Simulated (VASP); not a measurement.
Wanted: the native input for a VASP 6.6.1 run.

| Property | Result |
| --- | --- |
| Task | single point |
| Functional | PBE |
| Potentials or basis | VASP PAW PBE potentials, release 64 (Lu) |
| Cutoff | 520 eV |
| k mesh | 18 × 18 × 18 |
| Occupations | fermi-dirac, width 0.05 eV |
| Spin | no spin polarisation |
| Dipole correction | no |
| Further INCAR settings | ALGO = Normal; EDIFF = 1e-06; NBANDS = 18 |

The structure of Lu lies in POSCAR:

```
Lu
1.0
   -1.5330568166      1.5330568166      1.5330568166
    1.5330568166     -1.5330568166      1.5330568166
    1.5330568166      1.5330568166     -1.5330568166
Lu
1
Direct
    0.0000000000      0.0000000000      0.0000000000
```

This isn't the form of Lu at room conditions, which is hcp.

These files were run (other wordings do the same):

INCAR

```
PREC = Accurate
ENCUT = 520
EDIFF = 1E-6
ISMEAR = -1
SIGMA = 0.05
LREAL = False
LASPH = True
NELM = 100
ALGO = Normal
ISIF = 2
LWAVE = False
LCHARG = False
GGA = PE
NBANDS = 18
```

KPOINTS

```
Automatic mesh
0
Gamma
  18 18 18
```

Potentials or basis: VASP PAW PBE potentials, release 64 (Lu).

Launch:

```console
$ cat potpaw_PBE.64/Lu/POTCAR > POTCAR
$ mpirun -np 1 vasp_std > vasp.out
```

It gave:

```yaml
Pressure: 102.4 GPa
Band_gap_on_the_k_mesh: zero (an odd number of electrons rules out a gap without spin polarisation)
```

Caveat: the cell stands under pressure; spin-orbit coupling is left out, which moves the levels of the heavy elements.

Wall time 33 s on 1 thread of AMD EPYC 9R45 96-Core Processor (Zen 5) (shared host), peak memory 0.15 GiB.
